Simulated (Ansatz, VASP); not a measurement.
## One calculation of CdH2O2, two programs

```
Cd H O
1.0
     3.42534    0.00000    0.00000
    -1.71267    2.96644    0.00000
     0.00000    0.00000    4.52388
Cd H O
1 2 2
Direct
  0.00000 0.00000 0.00000
  0.66667 0.33333 0.55096
  0.33333 0.66667 0.44904
  0.66667 0.33333 0.75937
  0.33333 0.66667 0.24063
```

Alike in both runs: task single point; functional r2SCAN; k mesh 6 × 6 × 4; no spin polarisation.

```csv
,VASP,Ansatz
version,VASP 6.6.1,Ansatz 0.2.0
potentials or method,"VASP PAW PBE potentials, release 64 (Cd, H, O), cutoff 520 eV","plane waves, PAW"
occupations,"gaussian, width 0.01 eV",fixed
valence electrons in the cell,26,34
```

```tsv
	VASP	Ansatz	Ansatz less VASP
pressure (GPa)	11.4	10.0	-1.37
traceless stress, the component that is largest in VASP (GPa)	3.64	3.05	-0.593
```

VASP's potentials were made for PBE, not for r2SCAN. VASP's potentials hold 26 valence electrons a cell and Ansatz's 34, so a difference there can come from the potentials and not from the codes.
